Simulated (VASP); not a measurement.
Wanted: the native input for a VASP 6.6.1 run.

| Quantity | Value |
| --- | --- |
| Task | single point |
| Functional | HSE06 |
| Potentials or basis | VASP PAW PBE potentials, release 64 (Al, O) |
| Cutoff | 520 eV |
| k mesh | 2 × 2 × 2 |
| Occupations | fermi-dirac, width 0.01 eV |
| Spin | no spin polarisation |
| Dipole correction | no |
| Grid for exact exchange (PRECFOCK) | Fast |
| Further INCAR settings | ALGO = Normal; EDIFF = 1e-06; NBANDS = 35 |
| Screening parameter | 0.2079 1/Å |

The system is Al2O3 (Al2O3 (R-3c)).

```
CELL_PARAMETERS angstrom
2.40394 1.38792 4.37421
-2.40394 1.38792 4.37421
0.00000 -2.77583 4.37421
ATOMIC_POSITIONS crystal
Al 0.64792 0.64792 0.64792
Al 0.85208 0.85208 0.85208
Al 0.14792 0.14792 0.14792
Al 0.35208 0.35208 0.35208
O 0.44366 0.05634 0.75000
O 0.94366 0.25000 0.55634
O 0.05634 0.75000 0.44366
O 0.75000 0.44366 0.05634
O 0.25000 0.55634 0.94366
O 0.55634 0.94366 0.25000
```

One way to write it, as run:

POSCAR

```
Al2O3
1.0
    2.4039417600      1.3879164250      4.3742070950
   -2.4039417600      1.3879164250      4.3742070950
    0.0000000000     -2.7758328450      4.3742070950
Al O
4 6
Direct
    0.6479213249      0.6479213249      0.6479213249
    0.8520786751      0.8520786751      0.8520786751
    0.1479213249      0.1479213249      0.1479213249
    0.3520786751      0.3520786751      0.3520786751
    0.4436562505      0.0563437495      0.7500000000
    0.9436562505      0.2500000000      0.5563437495
    0.0563437495      0.7500000000      0.4436562505
    0.7500000000      0.4436562505      0.0563437495
    0.2500000000      0.5563437495      0.9436562505
    0.5563437495      0.9436562505      0.2500000000
```

INCAR.step1

```
SYSTEM = Al2O3
PREC = Accurate
ENCUT = 520
EDIFF = 1E-5
ISMEAR = -1
SIGMA = 0.01
LREAL = .FALSE.
LASPH = .TRUE.
NELM = 80
ALGO = Normal
ISIF = 2
LWAVE = .TRUE.
LCHARG = .FALSE.
NBANDS = 35
GGA = PE
```

INCAR.step2

```
SYSTEM = Al2O3
PREC = Accurate
ENCUT = 520
EDIFF = 1E-6
ISMEAR = -1
SIGMA = 0.01
LREAL = .FALSE.
LASPH = .TRUE.
NELM = 80
ALGO = Normal
ISIF = 2
LWAVE = .FALSE.
LCHARG = .FALSE.
GGA = PE
LHFCALC = .TRUE.
HFSCREEN = 0.2079
PRECFOCK = Fast
NBANDS = 35
ISTART = 1
```

KPOINTS

```
Automatic mesh
0
G
  2 2 2
  0 0 0
```

Potentials or basis: VASP PAW PBE potentials, release 64 (Al, O).

The run is started by

```sh
$ cat potpaw_PBE.64/Al/POTCAR potpaw_PBE.64/O/POTCAR > POTCAR
$ cp INCAR.step1 INCAR
$ mpirun -np 1 vasp_std > vasp.out
$ cp INCAR.step2 INCAR
$ mpirun -np 1 vasp_std > vasp.out
```

It gave:

* Pressure: -8.4 GPa
* Largest force: 0.025 eV/Å
* Band gap on the k mesh: 7.70 eV, direct

Caveat: the k points lie up to 0.79 Å⁻¹ apart; the PAW data sets were made with another functional, which shifts forces and pressure a little.

Run time: 7.3 min on 1 thread of AMD EPYC 7R43 64-Core Processor (Zen 3), with other jobs on the host, peak memory 0.28 GiB.
